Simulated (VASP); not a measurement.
# Sc (P6_3/mmc) in VASP: further runs, part 2 of 2

VASP 6.6.1. Earlier steps stand in the parts before.

## (4) Single point, PBEsol

This run uses another cell than the first one, of 25.50 Å³/atom.

File INCAR:

```
PREC = Accurate
ENCUT = 500
EDIFF = 1E-6
ISMEAR = -1
SIGMA = 0.05
LREAL = False
LASPH = True
NELM = 120
ALGO = Normal
ISIF = 2
LWAVE = False
LCHARG = False
GGA = PS
NBANDS = 18
GGA_COMPAT = False
```

File KPOINTS:

```
regular mesh
0
Gamma
  9 9 5
```

File POSCAR:

```
Sc
1.0
    3.3090000000      0.0000000000      0.0000000000
   -1.6545000000      2.8656780611      0.0000000000
    0.0000000000      0.0000000000      5.3787660000
Sc
2
Direct
    0.6666666667      0.3333333333      0.7500000000
    0.3333333333      0.6666666667      0.2500000000
```

Potentials or basis: VASP PAW PBE potentials, release 64 (Sc_sv).

Launch:

```console
cat potpaw_PBE.64/Sc_sv/POTCAR > POTCAR
mpirun -np 1 vasp_std > vasp.out
```

OUTCAR:

```text
PREC = Accurate
   ENCUT = 500
   EDIFF = 1E-6
   ISMEAR = -1
   LREAL = False
   LASPH = True
   NELM = 120
   ISIF = 2
   GGA = PS

 ion  position               nearest neighbor table
   1  0.667  0.333  0.750-   2 3.30   2 3.30   2 3.30   2 3.30   2 3.30   2 3.30
   2  0.333  0.667  0.250-   1 3.30   1 3.30   1 3.30   1 3.30   1 3.30   1 3.30

  LATTYP: Found a hexagonal cell.
 ALAT       =     3.3090000000
 C/A-ratio  =     1.6254959202

  Lattice vectors:

 A1 = (   3.3090000000,   0.0000000000,   0.0000000000)
 A2 = (  -1.6545000000,   2.8656780611,   0.0000000000)
 A3 = (   0.0000000000,   0.0000000000,   5.3787660000)

Analysis of symmetry for initial positions (statically):
=====================================================================
 Subroutine PRICEL returns:
 Original cell was already a primitive cell.

 Routine SETGRP: Setting up the symmetry group for a
 hexagonal supercell.

 Subroutine GETGRP returns: Found 24 space group operations
 (whereof 12 operations were pure point group operations)
 out of a pool of 24 trial point group operations.
[... 160 lines left out ...]
  free energy    TOTEN  =       -13.16977999 eV

  energy without entropy =      -13.13255007  energy(sigma->0) =      -13.15116503

 E-fermi :   3.3838     XC(G=0):  -9.8527

 val. band max:        3.3826772154   @ k =   0.3333   0.1111   0.2000
 cond. band min:       3.3843250624   @ k =   0.4444   0.1111   0.4000
 fundamental gap:      0.0016478470
 Fermi energy:         3.3838208112

 k-point     1 :       0.0000    0.0000    0.0000
  band No.  band energies     occupation
      1     -45.9178      2.00000
      2     -45.8648      2.00000
      3     -24.7898      2.00000
      4     -24.4856      2.00000
      5     -24.4856      2.00000
      6     -24.4372      2.00000
[... 481 lines left out ...]
      5     -24.6803      2.00000
      6     -24.6018      2.00000
[... 10 lines left out ...]
     17       6.8339      0.00000
     18       6.8339      0.00000

 [... further k-points ...]

------------------------ aborting loop because EDIFF is reached ----------------------------------------

  FORCE on cell =-STRESS in cart. coord.  units (eV):
  Direction    XX          YY          ZZ          XY          YZ          ZX
  --------------------------------------------------------------------------------------
  -------------------------------------------------------------------------------------
  Total       -0.8707758     -0.8707758     -1.7950587      0.0000000      0.0000000     -0.0000000
  in kB      -27.3533242    -27.3533242    -56.3874454      0.0000000      0.0000000     -0.0000000
  external PRESSURE =     -37.0313646 kB  Pullay stress =       0.0000000 kB

 VOLUME and BASIS-vectors are now :
 -----------------------------------------------------------------------------
  energy-cutoff  :      500.00
  volume of cell :       51.00
      direct lattice vectors                 reciprocal lattice vectors
     3.309000000  0.000000000  0.000000000     0.302206105  0.174478776  0.000000000
    -1.654500000  2.865678061  0.000000000     0.000000000  0.348957552  0.000000000
     0.000000000  0.000000000  5.378766000     0.000000000  0.000000000  0.185916249

 POSITION                                       TOTAL-FORCE (eV/Angst)
 -----------------------------------------------------------------------------------
      1.65450      0.95523      4.03407         0.000000     -0.000000      0.000000
     -0.00000      1.91045      1.34469        -0.000000      0.000000      0.000000
 -----------------------------------------------------------------------------------
    total drift:                               -0.000000      0.000000     -0.000000

  FREE ENERGIE OF THE ION-ELECTRON SYSTEM (eV)
  ---------------------------------------------------
  free  energy   TOTEN  =       -13.1697799892 eV

  energy  without entropy=      -13.1325500675  energy(sigma->0) =      -13.15116503
```

Wall time 27 s (1 thread of Intel Xeon 8259CL, shared host); peak memory 0.17 GiB.

What came out:

* Free energy: -13.1698 eV
* Pressure: -3.7 GPa
* Band gap on the k mesh: zero (bands 11 and 12 overlap by 0.99 eV)

Levels at points of the mesh, in eV from the Fermi level:
| k point | band 9 | band 10 | band 11 | band 12 | band 13 | band 14 |
| --- | --- | --- | --- | --- | --- | --- |
| (0.00, 0.00, 0.00) | -5.08 | -1.69 | 0.26 | 1.57 | 1.58 | 1.58 |

Caveat: the cell stands under tension; the PAW data sets were made with another functional, which shifts forces and pressure a little.

## (5) Single point, PBEsol

This run uses another cell than the first one, of 26.00 Å³/atom.

File INCAR:

```
SYSTEM = Sc
PREC     = Accurate       ! precision mode
ENCUT    = 500            ! plane-wave cutoff, eV
EDIFF    = 1E-6           ! SCF threshold, eV
ISMEAR   = -1             ! smearing method
SIGMA    = 0.05           ! smearing width, eV
LREAL    = .False.        ! projectors in reciprocal space
LASPH    = .True.         ! aspherical terms in the spheres
NELM     = 120            ! most SCF steps
ALGO     = Normal         ! electronic algorithm
ISIF     = 2              ! what is computed and relaxed
LWAVE    = .False.        ! write WAVECAR
LCHARG   = .False.        ! write CHGCAR
GGA      = PS             ! functional
NBANDS   = 18             ! bands
GGA_COMPAT= .False.
```

File KPOINTS:

```
Automatic mesh
0
Gamma
  9 9 5
  0 0 0
```

POSCAR: that of step 4 with these lines changed.

```diff
@@ -4,3 +4,3 @@
    -1.6545000000      2.8656780611      0.0000000000
-    0.0000000000      0.0000000000      5.3787660000
+    0.0000000000      0.0000000000      5.4842320000
 Sc
```

Launch:

```console
cat potpaw_PBE.64/Sc_sv/POTCAR > POTCAR
mpirun -np 1 vasp_std > vasp.out
```

Run time: 27 s. Hardware: 1 thread of Intel Xeon 8259CL, shared host; peak memory 0.17 GiB.

It converged, with:

```yaml
Free_energy: -13.1306 eV
Pressure: -4.5 GPa
Band_gap_on_the_k_mesh: zero (bands 11 and 12 overlap by 0.87 eV)
```

Stress tensor (GPa, compression positive):
```
-3.16  0.00  0.00
 0.00 -3.16  0.00
 0.00  0.00 -7.04
```

Levels at points of the mesh, in eV from the Fermi level:
| k point | band 7 | band 8 | band 9 | band 10 | band 11 | band 12 | band 13 | band 14 | band 15 | band 16 |
| --- | --- | --- | --- | --- | --- | --- | --- | --- | --- | --- |
| (0.00, 0.00, 0.00) | -27.88 | -27.88 | -5.04 | -1.72 | 0.12 | 1.44 | 1.56 | 1.56 | 1.90 | 1.90 |

Caveat: the cell stands under tension; the PAW data sets were made with another functional, which shifts forces and pressure a little.

## (6) Single point, r2SCAN

This run uses another cell than the first one, of 26.00 Å³/atom.

File POSCAR:

```
Sc
1.0
    3.3525444672      0.0000000000      0.0000000000
   -1.6762722336      2.9033886759      0.0000000000
    0.0000000000      0.0000000000      5.3426934842
Sc
2
Direct
    0.6666666667      0.3333333333      0.7500000000
    0.3333333333      0.6666666667      0.2500000000
```

File INCAR.step1:

```
PREC = Accurate
ENCUT = 520
ISMEAR = -1
SIGMA = 0.05
LREAL = False
LASPH = True
NELM = 80
NBANDS = 18
GGA = PE
ALGO = Normal
EDIFF = 1E-4
LWAVE = True
LCHARG = False
```

File INCAR.step2:

```
PREC = Accurate
ENCUT = 520
EDIFF = 1E-7
ISMEAR = -1
SIGMA = 0.05
LREAL = False
LASPH = True
NELM = 80
ALGO = Normal
ISIF = 2
LWAVE = False
LCHARG = False
METAGGA = R2SCAN
LMIXTAU = True
NBANDS = 18
ISTART = 1
```

File KPOINTS:

```
regular mesh
0
Gamma
  9 9 5
```

Potentials or basis: VASP PAW PBE potentials, release 64 (Sc_sv).

Launch:

```console
cat potpaw_PBE.64/Sc_sv/POTCAR > POTCAR
cp INCAR.step1 INCAR
mpirun -np 1 vasp_std > vasp.out
cp INCAR.step2 INCAR
mpirun -np 1 vasp_std > vasp.out
```

Run time: 68 s. Hardware: 1 thread of Intel Xeon 6975P-C (Granite Rapids), shared host; peak memory 0.19 GiB.

The run converged. Its results:

- Free energy: -22.7144 eV
- Pressure: -1.9 GPa
- Band gap on the k mesh: zero (bands 11 and 12 overlap by 1.13 eV)

Stress tensor (GPa, compression positive):
```
-1.49  0.00  0.00
 0.00 -1.49  0.00
 0.00  0.00 -2.81
```

Levels at points of the mesh, in eV from the Fermi level:
```tsv
k point	band 7	band 8	band 9	band 10	band 11	band 12	band 13	band 14	band 15	band 16
(0.00, 0.00, 0.00)	-29.13	-29.12	-5.39	-1.66	0.19	1.76	1.76	1.88	2.17	2.17
```

Caveat: the PAW data sets were made with another functional, which shifts forces and pressure a little.

## (7) The runs side by side

```csv
level,cell,cutoff (eV),gap on the mesh (eV),pressure (GPa)
PBEsol,"a = 3.309, b = 3.309, c = 5.062 Å, angles 90.0, 90.0, 120.0°, 2 atoms",500,none,-0.8
PBEsol,"a = 3.309, b = 3.309, c = 5.168 Å, angles 90.0, 90.0, 120.0°, 2 atoms",500,none,-1.9
PBEsol,"a = 3.309, b = 3.309, c = 5.379 Å, angles 90.0, 90.0, 120.0°, 2 atoms",500,none,-3.7
PBEsol,"a = 3.309, b = 3.309, c = 5.484 Å, angles 90.0, 90.0, 120.0°, 2 atoms",500,none,-4.5
r2SCAN,"a = 3.353, b = 3.353, c = 5.343 Å, angles 90.0, 90.0, 120.0°, 2 atoms",520,none,-1.9
```

Alike in all rows: task single point; potentials or basis VASP PAW PBE potentials, release 64 (Sc_sv); no spin polarisation; k mesh 9 × 9 × 5; smearing fermi-dirac 0.05 eV.

Caveats: the PAW data sets were made with another functional, which shifts forces and pressure a little; the cell stands under tension (at least some runs).

Total energies depend on the potentials used, so only differences within one code and one set of settings carry meaning.
